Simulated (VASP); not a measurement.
# Cu16CO2 in VASP: single point with PBE+D3(BJ)

Aim: the single point of Cu16CO2 with PBE+D3(BJ).

Program: VASP 6.6.1. These are calculated values, not measurements. Logs are shortened: lines on timing, memory, paths and dates and some standing lists are left out, and cuts for length are marked.

### 1 The cell of the first run

The cell holds a slab with vacuum, 19 atoms: a = 5.039 Å, b = 5.039 Å, c = 25.820 Å, α = 90.00°, β = 90.00°, γ = 90.00°.

### 2 Single point, PBE+D3(BJ)

INCAR reads:

```
PREC = Accurate
ENCUT = 520
EDIFF = 1E-6
ISMEAR = 0
SIGMA = 0.1
LREAL = Auto
LASPH = T
NELM = 100
ALGO = Normal
ISIF = 2
LWAVE = F
LCHARG = F
LDIPOL = T
IDIPOL = 3
DIPOL = 0.5 0.5 0.456
GGA = PE
IVDW = 12
NBANDS = 111
```

KPOINTS reads:

```
regular mesh
0
Gamma
  4 4 1
```

POSCAR reads:

```
Cu16CO2
1.0
    5.0393684365      0.0000000000      0.0000000000
    0.0000000000      5.0393684365      0.0000000000
    0.0000000000      0.0000000000     25.8200573916
Cu O C
16 2 1
Direct
    0.2500000000      0.2500000000      0.3098366467
    0.2500000000      0.7500000000      0.3098366467
    0.7500000000      0.2500000000      0.3098366467
    0.7500000000      0.7500000000      0.3098366467
    0.5000000000      0.5000000000      0.3788405908
    0.5000000000      0.0000000000      0.3788405908
    0.0000000000      0.5000000000      0.3788405908
    0.0000000000      0.0000000000      0.3788405908
    0.7500000000      0.7500000000      0.4493478987
    0.7500000000      0.2500000000      0.4493305888
    0.2500000000      0.7500000000      0.4493305888
    0.2500000000      0.2500000000      0.4491649357
    0.0004429992      0.0004429992      0.5176685360
    0.0004429992      0.4995570008      0.5176685360
    0.4995570008      0.0004429992      0.5176685360
    0.4995570008      0.4995570008      0.5176685360
    0.7500000000      0.7500000000      0.7248918717
    0.7500000000      0.7500000000      0.6341918222
    0.7500000000      0.7500000000      0.6795631679
```

Potentials or basis: VASP PAW PBE potentials, release 64 (Cu, O, C).

On the command line:

```console
$ cat potpaw_PBE.64/Cu/POTCAR potpaw_PBE.64/O/POTCAR potpaw_PBE.64/C/POTCAR > POTCAR
$ mpirun -np 1 vasp_std > vasp.out
```

OUTCAR:

```text
PREC = Accurate
   ENCUT = 520
   EDIFF = 1E-6
   ISMEAR = 0
   LREAL = Auto
   LASPH = T
   NELM = 100
   ISIF = 2
   GGA = PE
   IVDW = 12
 IVDW          = 12

 ion  position               nearest neighbor table
   1  0.250  0.250  0.310-   5 2.52   6 2.52   7 2.52   8 2.52   2 2.52   3 2.52   2 2.52   3 2.52

   2  0.250  0.750  0.310-   5 2.52   6 2.52   7 2.52   8 2.52   1 2.52   4 2.52   1 2.52   4 2.52

   3  0.750  0.250  0.310-   5 2.52   6 2.52   7 2.52   8 2.52   1 2.52   4 2.52   4 2.52   1 2.52
[... 23 lines left out ...]
  15  0.500  0.000  0.518-  10 2.51  11 2.51  12 2.51   9 2.51  13 2.52  16 2.52  13 2.52  16 2.52

  16  0.500  0.500  0.518-  10 2.51  11 2.51  12 2.51   9 2.51  14 2.52  15 2.52  14 2.52  15 2.52

  17  0.750  0.750  0.725-  19 1.17
  18  0.750  0.750  0.634-  19 1.17
  19  0.750  0.750  0.680-  17 1.17  18 1.17

  LATTYP: Found a simple tetragonal cell.
 ALAT       =     5.0393684365
 C/A-ratio  =     5.1236693084

  Lattice vectors:

 A1 = (   5.0393684365,   0.0000000000,   0.0000000000)
 A2 = (   0.0000000000,   5.0393684365,   0.0000000000)
 A3 = (   0.0000000000,   0.0000000000,  25.8200573916)

Analysis of symmetry for initial positions (statically):
=====================================================================
 Subroutine PRICEL returns:
 Original cell was already a primitive cell.

 Routine SETGRP: Setting up the symmetry group for a
 simple tetragonal supercell.

 Subroutine GETGRP returns: Found  8 space group operations
 (whereof  2 operations were pure point group operations)
 out of a pool of 16 trial point group operations.

The static configuration has the point symmetry C_1h.
 The point group associated with its full space group is C_4v.

Analysis of symmetry for dynamics (positions and initial velocities):
=====================================================================
 Subroutine PRICEL returns:
 Original cell was already a primitive cell.

 Routine SETGRP: Setting up the symmetry group for a
 simple tetragonal supercell.

 Subroutine GETGRP returns: Found  8 space group operations
 (whereof  2 operations were pure point group operations)
 out of a pool of 16 trial point group operations.

The dynamic configuration has the point symmetry C_1h.
 The point group associated with its full space group is C_4v.

[... 120 lines left out ...]
   ISYM   =      2    0-nonsym 1-usesym 2-fastsym
   POTIM  = 0.5000    time-step for ionic-motion
   TEBEG  =    0.0;   TEEND  =   0.0 temperature during run
   PSTRESS=    0.0 pullay stress
   NELECT =     192.0000    total number of electrons
   NUPDOWN=      -1.0000    fix difference up-down
   EMIN   =  10.00;   EMAX   =-10.00  energy-range for DOS
   EFERMI =   0.00;   METHOD = LEGACY
   ISMEAR =     0;   SIGMA  =   0.10  broadening in eV -4-tet -1-fermi 0-gaus
   EFERMI_NEDOS =   21; number of points for ismear=-14 and -15
   IALGO  =     38    algorithm
   IMIX   =      4    mixing-type and parameters
     AMIX     =   0.40;   BMIX     =  1.00
     AMIX_MAG =   1.60;   BMIX_MAG =  1.00
  volume/ion in A,a.u.               =      34.51       232.89
  Fermi-wavevector in a.u.,A,eV,Ry     =   1.087107  2.054333 16.079373  1.181801
  Thomas-Fermi vector in A             =   2.223258
   LORBIT       =      0    0 simple, 1 ext, 2 COOP (PROOUT), +10 PAW based schemes
   GGA     = PE    functional components
   LHFCALC =     F    Hartree Fock is set to
   AEXX    =    0.0000 exact exchange contribution
   IVDW    =    12    specifies the selected vdW correction
   LEPSILON=     F    determine dielectric tensor
   LRPA    =     F    only Hartree local field effects (RPA)
 non-spin polarized calculation
 Gauss-broadening in eV      SIGMA  =   0.10
  energy-cutoff  :      520.00
  volume of cell :      655.71
 maximum number of plane-waves:     17701
 NGX is ok and might be reduce to    40
   NGX = 19   NGY = 19   NGZ = 97

 number of electron     192.0000000 magnetization

 dipolmoment           0.000000      0.000000     -0.014779 electrons x Angstroem

 Free energy of the ion-electron system (eV)
  ---------------------------------------------------
  ext. energy  EPLUGINS =         0.00000000
  ---------------------------------------------------
  free energy    TOTEN  =       -77.65643971 eV

  energy without entropy =      -77.60797909  energy(sigma->0) =      -77.63220940

 E-fermi :  -0.4902     XC(G=0):  -5.0184

 val. band max:       -0.5131496445   @ k =   0.0000   0.0000   0.0000
 cond. band min:      -0.4261554022   @ k =   0.2500   0.0000   0.0000
 fundamental gap:      0.0869942423
 Fermi energy:        -0.4901835009

 k-point     1 :       0.0000    0.0000    0.0000
  band No.  band energies     occupation
      1     -25.7636      2.00000
      2     -24.7530      2.00000
      3     -10.3177      2.00000
      4      -9.4871      2.00000
      5      -9.2148      2.00000
      6      -9.2148      2.00000
[... 655 lines left out ...]
    107       4.0579      0.00000
    108       4.3198      0.00000
 [bands above 108 left out]

------------------------ aborting loop because EDIFF is reached ----------------------------------------

 vacuum level on the upper side and lower side of the slab       (xc-potential included)        -0.057         0.046

 Edisp (eV)   -6.87218

 E8    (eV) :    -3.0459

  FORCE on cell =-STRESS in cart. coord.  units (eV):
  Direction    XX          YY          ZZ          XY          YZ          ZX
  --------------------------------------------------------------------------------------
  -------------------------------------------------------------------------------------
  Total      -4.86950    -4.86950     1.31296     0.00000     0.00000     0.00000
  in kB     -11.89832   -11.89832     3.20814     0.00000     0.00000     0.00000
  external pressure =       -6.86 kB  Pullay stress =        0.00 kB

 VOLUME and BASIS-vectors are now :
 -----------------------------------------------------------------------------
  energy-cutoff  :      520.00
  volume of cell :      655.71
      direct lattice vectors                 reciprocal lattice vectors
     5.039368437  0.000000000  0.000000000     0.198437565  0.000000000  0.000000000
     0.000000000  5.039368437  0.000000000     0.000000000  0.198437565  0.000000000
     0.000000000  0.000000000 25.820057392     0.000000000  0.000000000  0.038729581

 POSITION                                       TOTAL-FORCE (eV/Angst)
 -----------------------------------------------------------------------------------
      1.25984      1.25984      8.00000        -0.000000     -0.000000      0.040965
      1.25984      3.77953      8.00000        -0.000000     -0.000000      0.040675
      3.77953      1.25984      8.00000        -0.000000     -0.000000      0.040675
      3.77953      3.77953      8.00000        -0.000000     -0.000000      0.043631
      2.51968      2.51968      9.78169         0.004626      0.004626     -0.062720
      2.51968      0.00000      9.78169         0.004626     -0.004626     -0.062720
[... 11 lines left out ...]
      3.77953      3.77953     16.37487        -0.000000     -0.000000     -0.630898
      3.77953      3.77953     17.54636        -0.000000     -0.000000     -0.006970
 -----------------------------------------------------------------------------------
    total drift:                                0.000000      0.000000      0.000354

  FREE ENERGIE OF THE ION-ELECTRON SYSTEM (eV)
  ---------------------------------------------------
  free  energy   TOTEN  =       -84.5286244263 eV

  energy  without entropy=      -84.4801638000  energy(sigma->0) =      -84.50439411

 vacuum level on the upper side and lower side of the slab         3.883         3.988
```

OSZICAR:

```text
N       E                     dE             d eps       ncg     rms          rms(c)
DAV:   1     0.192184878620E+04    0.19218E+04   -0.80880E+04  1332   0.202E+03
DAV:   2     0.256690069881E+03   -0.16652E+04   -0.16128E+04  1364   0.464E+02
DAV:   3    -0.377157492422E+02   -0.29441E+03   -0.26378E+03  2017   0.231E+02
[... 21 lines left out ...]
DAV:  25    -0.776564110463E+02   -0.19962E-04   -0.12120E-05  1513   0.687E-02    0.805E-03
DAV:  26    -0.776564270912E+02   -0.16045E-04   -0.10612E-05  1736   0.484E-02    0.737E-03
DAV:  27    -0.776564358494E+02   -0.87582E-05   -0.57929E-06  1387   0.453E-02    0.379E-03
DAV:  28    -0.776564389535E+02   -0.31041E-05   -0.57041E-07   880   0.928E-03    0.241E-03
DAV:  29    -0.776564397143E+02   -0.76074E-06   -0.59218E-07   822   0.736E-03
   1 F= -.84528624E+02 E0= -.84504394E+02  d E =-.484606E-01
```

Run time: 14 min. Hardware: 1 thread of Intel Xeon Platinum 8488C (Sapphire Rapids), shared host; peak memory 0.79 GiB.

What came out:

| Item | Value |
| --- | --- |
| Free energy | -84.5286 eV |
| Largest force | 0.637 eV/Å |
| Band gap on the k mesh | zero (bands 96 and 97 overlap by 0.93 eV) |
| Dispersion energy per atom | -0.362 eV |

Forces in eV/Å, atoms in the order of the input:
```
Cu   0.000  0.000  0.041
Cu   0.000  0.000  0.041
Cu   0.000  0.000  0.041
Cu   0.000  0.000  0.044
Cu   0.005  0.005 -0.063
Cu   0.005 -0.005 -0.063
Cu  -0.005  0.005 -0.063
Cu  -0.005 -0.005 -0.063
Cu   0.000  0.000 -0.004
Cu   0.000  0.000  0.000
Cu   0.000  0.000  0.000
Cu   0.000  0.000 -0.007
Cu   0.001  0.001  0.024
Cu   0.001 -0.001  0.024
Cu  -0.001  0.001  0.024
Cu  -0.001 -0.001  0.024
O    0.000  0.000  0.637
O    0.000  0.000 -0.631
C    0.000  0.000 -0.007
```

With open d or f shells a metallic result of PBE can be an artefact of self-interaction; +U or a hybrid may open a gap.

The gap in the log of VASP goes by the Fermi energy; the results here count the filled bands.